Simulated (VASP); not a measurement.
Here is a VASP 6.6.1 calculation.

File INCAR:

```
SYSTEM = Hf2N
PREC = Accurate ; ENCUT = 520
EDIFF = 1E-6 ; ISMEAR = 0
SIGMA = 0.1 ; LREAL = .FALSE.
LASPH = .TRUE. ; NELM = 100
ALGO = Normal ; ISIF = 2
LWAVE = .FALSE. ; LCHARG = .FALSE.
GGA = PS ; NBANDS = 34
```

Contents of KPOINTS:

```
regular mesh
0
G
  8 8 12
  0 0 0
```

POSCAR

```
Hf2N
1.0
    5.1839609105      0.0000000000      0.0000000000
    0.0000000000      5.1839609105      0.0000000000
    0.0000000000      0.0000000000      3.1658047966
Hf N
4 2
Direct
    0.2946376701      0.2946376701      0.0000000000
    0.7053623299      0.7053623299      0.0000000000
    0.7946376701      0.2053623299      0.5000000000
    0.2053623299      0.7946376701      0.5000000000
    0.0000000000      0.0000000000      0.0000000000
    0.5000000000      0.5000000000      0.5000000000
```

Potentials or basis: VASP PAW PBE potentials, release 64 (Hf_pv, N).

The run is started by

```console
$ cat potpaw_PBE.64/Hf_pv/POTCAR potpaw_PBE.64/N/POTCAR > POTCAR
$ mpirun -np 1 vasp_std > vasp.out
```

Estimate the band gap on the k mesh.

zero (bands 25 and 26 overlap by 2.89 eV).

Estimate the pressure.

13.5 GPa.

Forces in eV/Å, atoms in the order of the input:
```
Hf   0.004  0.004  0.000
Hf  -0.004 -0.004  0.000
Hf   0.004 -0.004  0.000
Hf  -0.004  0.004  0.000
N    0.000  0.000  0.000
N    0.000  0.000  0.000
```

Caveat: the cell stands under pressure; the PAW data sets were made with another functional, which shifts forces and pressure a little; spin-orbit coupling is left out, which moves the levels of the heavy elements.
